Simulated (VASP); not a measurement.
# Sc (Fm-3m) in VASP: notebook

Sc is run at these levels: r2SCAN; tasks: single point.

All numbers are computed with VASP 6.6.1; they aren't measurements. Logs are shortened: lines on timing, memory, paths and dates and some standing lists are left out, and cuts for length are marked.

## (1) The cell of the first run

Symmetry: Fm-3m, No. 225, cubic system. The conventional cell has a = 4.520 Å, b = 4.520 Å, c = 4.520 Å, α = 90.00°, β = 90.00°, γ = 90.00°. Sc (site symmetry m-3m) has 12 Sc at 3.20 Å within 4.2 Å.

This isn't the form of Sc at room conditions, which is hcp.

## (2) Single point, r2SCAN

POSCAR reads:

```
Sc
1.0
    0.0000000000      2.2600000000      2.2600000000
    2.2600000000      0.0000000000      2.2600000000
    2.2600000000      2.2600000000      0.0000000000
Sc
1
Direct
    0.0000000000      0.0000000000      0.0000000000
```

INCAR.step1 reads:

```
SYSTEM = Sc
ALGO     = Normal         ! electronic algorithm
EDIFF    = 1E-4           ! SCF threshold, eV
ENCUT    = 520            ! plane-wave cutoff, eV
GGA      = PE             ! functional
ISMEAR   = 0              ! smearing method
LASPH    = .TRUE.         ! aspherical terms in the spheres
LCHARG   = .FALSE.        ! write CHGCAR
LREAL    = .FALSE.        ! projectors in reciprocal space
LWAVE    = .TRUE.         ! write WAVECAR
NBANDS   = 12             ! bands
NELM     = 100            ! most SCF steps
PREC     = Accurate       ! precision mode
SIGMA    = 0.1            ! smearing width, eV
```

INCAR.step2 reads:

```
SYSTEM = Sc
ALGO     = Normal         ! electronic algorithm
EDIFF    = 1E-6           ! SCF threshold, eV
ENCUT    = 520            ! plane-wave cutoff, eV
ISIF     = 2              ! what is computed and relaxed
ISMEAR   = 0              ! smearing method
ISTART   = 1            
LASPH    = .TRUE.         ! aspherical terms in the spheres
LCHARG   = .FALSE.        ! write CHGCAR
LMIXTAU  = .TRUE.       
LREAL    = .FALSE.        ! projectors in reciprocal space
LWAVE    = .FALSE.        ! write WAVECAR
METAGGA  = R2SCAN         ! meta-GGA
NBANDS   = 12             ! bands
NELM     = 100            ! most SCF steps
PREC     = Accurate       ! precision mode
SIGMA    = 0.1            ! smearing width, eV
```

KPOINTS reads:

```
k-points
0
G
  8 8 8
  0 0 0
```

Potentials or basis: VASP PAW PBE potentials, release 64 (Sc_sv).

The run is started by

```console
> cat potpaw_PBE.64/Sc_sv/POTCAR > POTCAR
> cp INCAR.step1 INCAR
> mpirun -np 1 vasp_std > vasp.out
> cp INCAR.step2 INCAR
> mpirun -np 1 vasp_std > vasp.out
```

OUTCAR:

```text
SYSTEM = Sc
   EDIFF = 1E-6
   ENCUT = 520
   ISIF = 2
   ISMEAR = 0
   ISTART = 1
   LASPH = .TRUE.
   LREAL = .FALSE.
   METAGGA = R2SCAN
   NELM = 100
   PREC = Accurate

 ion  position               nearest neighbor table
   1  0.000  0.000  0.000-

  LATTYP: Found a face centered cubic cell.
 ALAT       =     4.5200000000

  Lattice vectors:

 A1 = (   0.0000000000,   2.2600000000,   2.2600000000)
 A2 = (   2.2600000000,   0.0000000000,   2.2600000000)
 A3 = (   2.2600000000,   2.2600000000,   0.0000000000)

Analysis of symmetry for initial positions (statically):
=====================================================================
 Subroutine PRICEL returns:
 Original cell was already a primitive cell.

 Routine SETGRP: Setting up the symmetry group for a
 face centered cubic supercell.

 Subroutine GETGRP returns: Found 48 space group operations
 (whereof 48 operations were pure point group operations)
 out of a pool of 48 trial point group operations.

The static configuration has the point symmetry O_h .

Analysis of symmetry for dynamics (positions and initial velocities):
=====================================================================
 Subroutine PRICEL returns:
 Original cell was already a primitive cell.

 Routine SETGRP: Setting up the symmetry group for a
 face centered cubic supercell.

 Subroutine GETGRP returns: Found 48 space group operations
 (whereof 48 operations were pure point group operations)
 out of a pool of 48 trial point group operations.

The dynamic configuration has the point symmetry O_h .

 Subroutine INISYM returns: Found 48 space group operations
 (whereof 48 operations are pure point group operations),
 and found     1 'primitive' translations

----------------------------------------------------------------------------------------

                                     Primitive cell

  volume of cell :      23.0864

  direct lattice vectors                    reciprocal lattice vectors
     0.000000000  2.260000000  2.260000000    -0.221238938  0.221238938  0.221238938
     2.260000000  0.000000000  2.260000000     0.221238938 -0.221238938  0.221238938
     2.260000000  2.260000000  0.000000000     0.221238938  0.221238938 -0.221238938

  length of vectors
     3.196122651  3.196122651  3.196122651     0.383197081  0.383197081  0.383197081

  position of ions in fractional coordinates (direct lattice)
     0.000000000  0.000000000  0.000000000

  ion indices of the primitive-cell ions
   primitive index   ion index
                 1           1

----------------------------------------------------------------------------------------

 KPOINTS: k-points

Automatic generation of k-mesh.
 Grid dimensions read from file:
 generate k-points for:    8    8    8

 Generating k-lattice:

  Cartesian coordinates                     Fractional coordinates (reciprocal lattice)
    -0.027654867  0.027654867  0.027654867     0.125000000  0.000000000  0.000000000
     0.027654867 -0.027654867  0.027654867     0.000000000  0.125000000  0.000000000
     0.027654867  0.027654867 -0.027654867     0.000000000  0.000000000  0.125000000

  Length of vectors
     0.047899635  0.047899635  0.047899635

  Shift w.r.t. Gamma in fractional coordinates (k-lattice)
     0.000000000  0.000000000  0.000000000

 Subroutine IBZKPT returns following result:
 ===========================================

 Found     29 irreducible k-points:

 Following reciprocal coordinates:
            Coordinates               Weight
  0.000000  0.000000  0.000000      1.000000
  0.125000  0.000000  0.000000      8.000000
  0.250000  0.000000  0.000000      8.000000
  0.375000  0.000000  0.000000      8.000000
  0.500000  0.000000  0.000000      4.000000
  0.125000  0.125000  0.000000      6.000000
[... 16 lines left out ...]
  0.500000  0.250000  0.125000     48.000000
 -0.375000  0.250000  0.125000     24.000000
 [... further k-points ...]
   k-points           NKPTS =     29   k-points in BZ     NKDIM =     29   number of bands    NBANDS=     12
   number of dos      NEDOS =    301   number of ions     NIONS =      1
   total plane-waves  NPLWV =  13824
   dimension x,y,z NGX =    24 NGY =   24 NGZ =   24
   dimension x,y,z NGXF=    48 NGYF=   48 NGZF=   48
   ions per type =               1
   NGX,Y,Z   is equivalent  to a cutoff of  12.48, 12.48, 12.48 a.u.
   NGXF,Y,Z  is equivalent  to a cutoff of  24.97, 24.97, 24.97 a.u.
 SYSTEM =  Sc
   PREC   = accura    normal or accurate (medium, high low for compatibility)
   ISTART =      1    job   : 0-new  1-cont  2-samecut
   ICHARG =      0    charge: 1-file 2-atom 10-const
   ISPIN  =      1    spin polarized calculation?
   LNONCOLLINEAR =      F non collinear calculations
   LSORBIT =      F    spin-orbit coupling
   LASPH  =      T    aspherical Exc in radial PAW
   ENCUT  =  520.0 eV  38.22 Ry    6.18 a.u.   5.94  5.94  5.94*2*pi/ulx,y,z
   NELM   =    100;   NELMIN=  2; NELMDL=  0     # of ELM steps
   EDIFF  = 0.1E-05   stopping-criterion for ELM
   LREAL  =      F    real-space projection
   EDIFFG = 0.1E-04   stopping-criterion for IOM
   NSW    =      0    number of steps for IOM
   IBRION =     -1    ionic relax: 0-MD 1-quasi-New 2-CG
   NFREE  =      0    steps in history (QN), initial steepest desc. (CG)
   ISIF   =      2    stress and relaxation
   ISYM   =      2    0-nonsym 1-usesym 2-fastsym
   POTIM  = 0.5000    time-step for ionic-motion
   TEBEG  =    0.0;   TEEND  =   0.0 temperature during run
   PSTRESS=    0.0 pullay stress
   NELECT =      11.0000    total number of electrons
   NUPDOWN=      -1.0000    fix difference up-down
   EMIN   =  10.00;   EMAX   =-10.00  energy-range for DOS
   EFERMI =   0.00;   METHOD = LEGACY
   ISMEAR =     0;   SIGMA  =   0.10  broadening in eV -4-tet -1-fermi 0-gaus
   EFERMI_NEDOS =   21; number of points for ismear=-14 and -15
   IALGO  =     38    algorithm
   IMIX   =      4    mixing-type and parameters
     AMIX     =   0.40;   BMIX     =  1.00
     AMIX_MAG =   1.60;   BMIX_MAG =  1.00
  volume/ion in A,a.u.               =      23.09       155.79
  Fermi-wavevector in a.u.,A,eV,Ry     =   1.278657  2.416311 22.245021  1.634963
  Thomas-Fermi vector in A             =   2.411187
   LORBIT       =      0    0 simple, 1 ext, 2 COOP (PROOUT), +10 PAW based schemes
   METAGGA = R2SCAN    functional components
   LHFCALC =     F    Hartree Fock is set to
   AEXX    =    0.0000 exact exchange contribution
   IVDW    =     0    specifies the selected vdW correction
   LEPSILON=     F    determine dielectric tensor
   LRPA    =     F    only Hartree local field effects (RPA)
 non-spin polarized calculation
 Gauss-broadening in eV      SIGMA  =   0.10
  energy-cutoff  :      520.00
  volume of cell :       23.09
 maximum number of plane-waves:       636
   NGX = 11   NGY = 11   NGZ = 11

 number of electron      11.0000000 magnetization

 Free energy of the ion-electron system (eV)
  ---------------------------------------------------
  ext. energy  EPLUGINS =         0.00000000
  ---------------------------------------------------
  free energy    TOTEN  =       -11.26715987 eV

  energy without entropy =      -11.25552670  energy(sigma->0) =      -11.26134328

 E-fermi :   4.2099     XC(G=0): -10.8972

 val. band max:        4.1899368810   @ k =   0.3750   0.2500   0.0000
 cond. band min:       4.2589036865   @ k =   0.5000   0.2500   0.1250
 fundamental gap:      0.0689668055
 Fermi energy:         4.2098830262

 k-point     1 :       0.0000    0.0000    0.0000
  band No.  band energies     occupation
      1     -47.1798      2.00000
      2     -24.5727      2.00000
      3     -24.5727      2.00000
      4     -24.5727      2.00000
      5      -1.5104      2.00000
      6       6.0779      0.00000
      7       6.0779      0.00000
      8       6.0779      0.00000
      9       7.6715      0.00000
     10       7.6715      0.00000
     11      17.5110      0.00000
     12      21.5001      0.00000

 k-point     2 :       0.1250    0.0000    0.0000
  band No.  band energies     occupation
      1     -47.1678      2.00000
      2     -24.6506      2.00000
      3     -24.5823      2.00000
      4     -24.5823      2.00000
      5      -1.0755      2.00000
      6       5.7432      0.00000
      7       6.2231      0.00000
      8       6.2232      0.00000
      9       7.5725      0.00000
     10       7.5725      0.00000
     11      17.8134      0.00000
     12      19.1255      0.00000

 k-point     3 :       0.2500    0.0000    0.0000
  band No.  band energies     occupation
      1     -47.1388      2.00000
      2     -24.8350      2.00000
      3     -24.6055      2.00000
      4     -24.6054      2.00000
      5       0.0993      2.00000
      6       5.0558      0.00000
      7       6.3063      0.00000
      8       6.3064      0.00000
      9       7.7016      0.00000
     10       7.7016      0.00000
     11      15.6917      0.00000
     12      18.2499      0.00000
[... 286 lines left out ...]
 k-point    23 :       0.5000    0.2500    0.1250
  band No.  band energies     occupation
      1     -47.0938      2.00000
      2     -24.9738      2.00000
      3     -24.7544      2.00000
      4     -24.6646      2.00000
      5       2.3686      2.00000
      6       4.2589      0.48815
      7       5.1712      0.00000
      8       6.8254      0.00000
      9       8.0245      0.00000
     10       9.2896      0.00000
     11      13.3648      0.00000
     12      16.0680      0.00000

 k-point    24 :      -0.3750    0.2500    0.1250
  band No.  band energies     occupation
      1     -47.0841      2.00000
      2     -25.0144      2.00000
      3     -24.7722      2.00000
      4     -24.6800      2.00000
      5       3.2275      2.00000
      6       3.8010      2.00000
      7       5.1586      0.00000
      8       6.6795      0.00000
      9       8.4902      0.00000
     10       9.8756      0.00000
     11      11.7216      0.00000
     12      16.3183      0.00000

 [... further k-points ...]

------------------------ aborting loop because EDIFF is reached ----------------------------------------

  FORCE on cell =-STRESS in cart. coord.  units (eV):
  Direction    XX          YY          ZZ          XY          YZ          ZX
  --------------------------------------------------------------------------------------
  -------------------------------------------------------------------------------------
  Total        0.7512940      0.7512940      0.7512940     -0.0000000     -0.0000000      0.0000000
  in kB       52.1393011     52.1393011     52.1393011     -0.0000000     -0.0000000      0.0000000
  external PRESSURE =      52.1393011 kB  Pullay stress =       0.0000000 kB

 VOLUME and BASIS-vectors are now :
 -----------------------------------------------------------------------------
  energy-cutoff  :      520.00
  volume of cell :       23.09
      direct lattice vectors                 reciprocal lattice vectors
     0.000000000  2.260000000  2.260000000    -0.221238938  0.221238938  0.221238938
     2.260000000  0.000000000  2.260000000     0.221238938 -0.221238938  0.221238938
     2.260000000  2.260000000  0.000000000     0.221238938  0.221238938 -0.221238938

 POSITION                                       TOTAL-FORCE (eV/Angst)
 -----------------------------------------------------------------------------------
      0.00000      0.00000      0.00000         0.000000      0.000000      0.000000
 -----------------------------------------------------------------------------------
    total drift:                                0.000000      0.000000     -0.000000

  FREE ENERGIE OF THE ION-ELECTRON SYSTEM (eV)
  ---------------------------------------------------
  free  energy   TOTEN  =       -11.2671598692 eV

  energy  without entropy=      -11.2555266952  energy(sigma->0) =      -11.26134328
```

Run time: 56 s. Hardware: 1 thread of Intel Xeon 8259CL, shared host; peak memory 0.14 GiB.

What came out:

| Quantity | Value |
| --- | --- |
| Free energy | -11.2672 eV |
| Pressure | 5.2 GPa |
| Band gap on the k mesh | zero (an odd number of electrons rules out a gap without spin polarisation) |

Levels at points of the mesh, in eV from the Fermi level:
| k point | band 3 | band 4 | band 5 | band 6 | band 7 | band 8 |
| --- | --- | --- | --- | --- | --- | --- |
| (0.00, 0.00, 0.00) | -28.78 | -28.78 | -5.72 | 1.87 | 1.87 | 1.87 |
| (0.50, 0.00, 0.00) | -28.85 | -28.85 | -1.94 | 0.16 | 1.73 | 1.73 |
| (0.50, 0.50, 0.00) | -28.96 | -28.96 | -1.76 | -0.71 | 2.10 | 4.45 |

Caveat: the cell stands under pressure; the PAW data sets were made with another functional, which shifts forces and pressure a little.

(Part 1 of 2 ends here.)
